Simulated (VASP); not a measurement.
Write the native input for VASP 6.6.1 that does the following.

```
Task                   : single point
Functional             : LDA
Potentials or basis    : VASP PAW LDA potentials, release 64 (V_sv)
Cutoff                 : 500 eV
k mesh                 : 5 × 5 × 5
Occupations            : fermi-dirac, width 0.1 eV
Spin                   : no spin polarisation
Dipole correction      : no
Further INCAR settings : ALGO = Normal; EDIFF = 1e-06; NBANDS = 62
```

The structure of V lies in POSCAR:

```
V
1.0
    4.6784056987      0.0000000000      0.0000000000
    0.0000000000      4.6784056987      0.0000000000
    0.0000000000      0.0000000000      4.6784056987
V
8
Direct
    1.0000000000      0.0000000000      0.0000000000
    0.5000000000      0.5000000000      0.5000000000
    0.2500000000      1.0000000000      0.5000000000
    0.7500000000      1.0000000000      0.5000000000
    0.5000000000      0.2500000000      1.0000000000
    0.5000000000      0.7500000000      0.0000000000
    0.0000000000      0.5000000000      0.2500000000
    0.0000000000      0.5000000000      0.7500000000
```

One way to write it, as run:

INCAR

```
SYSTEM = V
  ALGO = Normal
  EDIFF = 1E-6
  ENCUT = 500
  GGA_COMPAT = .FALSE.
  ISIF = 2
  ISMEAR = -1
  LASPH = .TRUE.
  LCHARG = .FALSE.
  LREAL = .FALSE.
  LWAVE = .FALSE.
  NBANDS = 62
  NELM = 120
  PREC = Accurate
  SIGMA = 0.1
```

KPOINTS

```
k-points
0
G
  5 5 5
  0 0 0
```

Potentials or basis: VASP PAW LDA potentials, release 64 (V_sv).

Run with:

```console
$ cat potpaw_LDA.64/V_sv/POTCAR > POTCAR
$ mpirun -np 1 vasp_std > vasp.out
```

Results of the run:

| Item | Value |
| --- | --- |
| Pressure | 0.5 GPa |
| Band gap on the k mesh | zero (bands 52 and 53 overlap by 0.16 eV) |

Run time: 64 s on 1 thread of Intel Xeon 8259CL (shared host), peak memory 0.19 GiB.
